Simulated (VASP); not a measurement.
Write the native input for VASP 6.6.1 that does the following.

| Property | Result |
| --- | --- |
| Task | single point |
| Functional | PBE |
| Dispersion | D3(BJ) |
| Potentials or basis | VASP PAW PBE potentials, release 64 (O, H, S) |
| Cutoff | 520 eV |
| k mesh | 1 × 1 × 1 |
| Occupations | fermi-dirac, width 0.02 eV |
| Spin | no spin polarisation |
| Dipole correction | no |
| Further INCAR settings | LREAL = Auto; ALGO = Normal; EDIFF = 1e-07; NBANDS = 38 |

The structure of H8SO6 lies in POSCAR:

```
H8SO6
1.0
    5.5891800000      0.0000000000      0.0000000000
    0.0000000000      5.5891800000      0.0000000000
    0.0000000000      0.0000000000      5.5891800000
O H S
6 8 1
Direct
    0.7736913107      0.4834877388      0.4813765168
    0.5030254885      0.1461931804      0.7107482672
    0.2048779964      0.7779316465      0.5349443031
    0.2392658673      0.3374734755      0.2592866932
    0.8630604132      0.9155010216      0.2297116929
    0.6615818421      0.6370344129      0.0089637478
    0.9210295607      0.5406338676      0.5907843369
    0.6691858197      0.3951742474      0.6042210127
    0.6632994464      0.1340089244      0.6286789833
    0.3550789203      0.1606854673      0.6322394340
    0.0457848915      0.8576213326      0.5023634952
    0.2450806737      0.6796166880      0.4074479620
    0.3947269546      0.3573869512      0.1730307487
    0.1080659417      0.3137311734      0.1580374939
    0.6222916421      0.8269549379      0.1742831686
```

One way to write it, as run:

INCAR

```
PREC = Accurate
ENCUT = 520
EDIFF = 1E-7
ISMEAR = -1
SIGMA = 0.02
LREAL = Auto
LASPH = True
NELM = 60
ALGO = Normal
ISIF = 2
LWAVE = False
LCHARG = False
GGA = PE
IVDW = 12
NBANDS = 38
```

KPOINTS

```
regular mesh
0
Gamma
  1 1 1
```

Potentials or basis: VASP PAW PBE potentials, release 64 (O, H, S).

The run is started by

```sh
$ cat potpaw_PBE.64/O/POTCAR potpaw_PBE.64/H/POTCAR potpaw_PBE.64/S/POTCAR > POTCAR
$ mpirun -np 1 vasp_gam > vasp.out
```

Results of the run:

| Quantity | Value |
| --- | --- |
| Pressure | 0.0 GPa |
| Largest force | 4.184 eV/Å |
| Band gap on the k mesh | 2.62 eV |
| Dispersion energy per atom | -0.047 eV |

Caveat: the k points lie up to 1.12 Å⁻¹ apart.

Wall time 17 s on 1 thread of Intel(R) Xeon(R) Platinum 8488C (Sapphire Rapids) (shared host), peak memory 0.25 GiB.
